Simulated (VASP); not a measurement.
Crystal: Be3ZnSe.

```
CELL_PARAMETERS angstrom
5.83345 0.00000 0.00000
-2.91673 5.05192 0.00000
0.00000 0.00000 5.07519
ATOMIC_POSITIONS crystal
Be 0.48740 0.51260 0.98646
Be 0.48740 0.97480 0.98646
Be 0.02520 0.51260 0.98646
Be 0.51260 0.48740 0.48646
Be 0.51260 0.02520 0.48646
Be 0.97480 0.48740 0.48646
Zn 0.33333 0.66667 0.08726
Zn 0.66667 0.33333 0.58726
Se 0.33333 0.66667 0.66890
Se 0.66667 0.33333 0.16890
```

The cell was built from a structure type or drawn by symmetry, and may not be a known phase.

* Program: VASP 6.6.1
* Task: relaxation of cell and atoms
* Functional: PBE
* Potentials or basis: VASP PAW PBE potentials, release 64 (Be, Zn, Se)
* Cutoff: 600 eV
* k mesh: 3 × 3 × 3
* Occupations: gaussian, width 0.2 eV
* Spin: no spin polarisation

At the start: pressure 51.1 GPa; volume 14.96 Å³/atom.

Q: Where does the relaxation end?

A: Over 17 steps the energy falls by 1602.8 meV/atom and the volume is 21.56 Å³/atom (+44.1 %); space group P6_3mc (No. 186, to 0.1 Å) before and after.

The path:
| step | energy change (eV) | largest force (eV/Å) | pressure (GPa) | volume (Å³) |
| --- | --- | --- | --- | --- |
| 1 | 0.0000 | 13.6225 | 51.10 | 149.57 |
| 2 | -12.3764 | 3.1256 | 0.01 | 278.15 |
| 3 | -14.9202 | 1.7418 | 4.03 | 211.00 |
| 4 | -14.9064 | 1.8299 | 3.37 | 215.09 |
| 5 | -14.9171 | 1.7903 | 3.66 | 213.21 |
| 6 | -15.5972 | 0.1400 | -1.36 | 229.85 |
| 7 | -15.6098 | 0.0760 | -1.99 | 233.01 |
| 8 | -15.8208 | 0.2159 | -0.91 | 227.09 |
| 9 | -15.8687 | 0.4081 | 0.06 | 223.28 |
| 10 | -15.8691 | 0.4267 | 0.14 | 222.89 |
| 11 | -15.9037 | 0.3499 | 0.00 | 222.39 |
| 12 | -15.9573 | 0.2989 | 0.04 | 220.86 |
| 13 | -15.9961 | 0.1535 | -0.33 | 220.69 |
| 14 | -16.0120 | 0.0809 | -0.70 | 220.47 |
| 15 | -16.0242 | 0.0939 | 0.00 | 216.35 |
| 16 | -16.0244 | 0.0957 | 0.10 | 215.74 |
| 17 | -16.0277 | 0.0582 | 0.08 | 215.57 |

Final structure:
```
Be Zn Se
1.0
     6.93065    0.00000    0.00000
    -3.46533    6.00212    0.00000
     0.00000    0.00000    5.18212
Be Zn Se
6 2 2
Direct
  0.50337 0.49663 0.94581
  0.50337 0.00674 0.94581
  0.99326 0.49663 0.94581
  0.49663 0.50337 0.44581
  0.49663 0.99326 0.44581
  0.00674 0.50337 0.44581
  0.33333 0.66667 0.18610
  0.66667 0.33333 0.68610
  0.33333 0.66667 0.69200
  0.66667 0.33333 0.19200
```

Caveat: the k points lie up to 0.40 Å⁻¹ apart in the final cell, too coarse for converged energies and pressures of a metal; the volume moved by over 15 % at a fixed basis, so the end points are rough; the relaxation stopped at a loose force limit of 0.08 eV/Å, so its end isn't a converged minimum.
